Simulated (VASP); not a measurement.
TaO3, 4 atoms in the cell. It takes space group Pm-3m (No. 221, cubic). Conventional cell: a = 3.960 Å, b = 3.960 Å, c = 3.960 Å, α = 90.00°, β = 90.00°, γ = 90.00°. Within 2.6 Å of Ta (site symmetry m-3m) lie 6 O at 1.98 Å. O (site symmetry 4/mmm) has 2 Ta at 1.98 Å within 2.6 Å. 

```yaml
Program: VASP 6.6.1
Task: single point
Functional: LDA
Potentials_or_basis: VASP PAW LDA potentials, release 64 (Ta_pv, O)
Cutoff: 600 eV
k_mesh: 3 × 3 × 3
Occupations: methfessel-paxton, width 0.1 eV
Spin: no spin polarisation
Dipole_correction: no
Further_INCAR_settings: ALGO = Normal; EDIFF = 1e-06; NBANDS = 22
```

Potentials or basis: VASP PAW LDA potentials, release 64 (Ta_pv, O).

Run with:

```sh
$ cat potpaw_LDA.64/Ta_pv/POTCAR potpaw_LDA.64/O/POTCAR > POTCAR
$ mpirun -np 1 vasp_std > vasp.out
```

Hardware: 1 thread of Intel Xeon 6975P-C, on a shared host.

Question: How long does it take, and how much memory?

Answer: Run time: 5.7 s on 1 thread of Intel Xeon 6975P-C, with other jobs on the host, peak memory 0.15 GiB. Counts: scf iterations 14, k points 4.
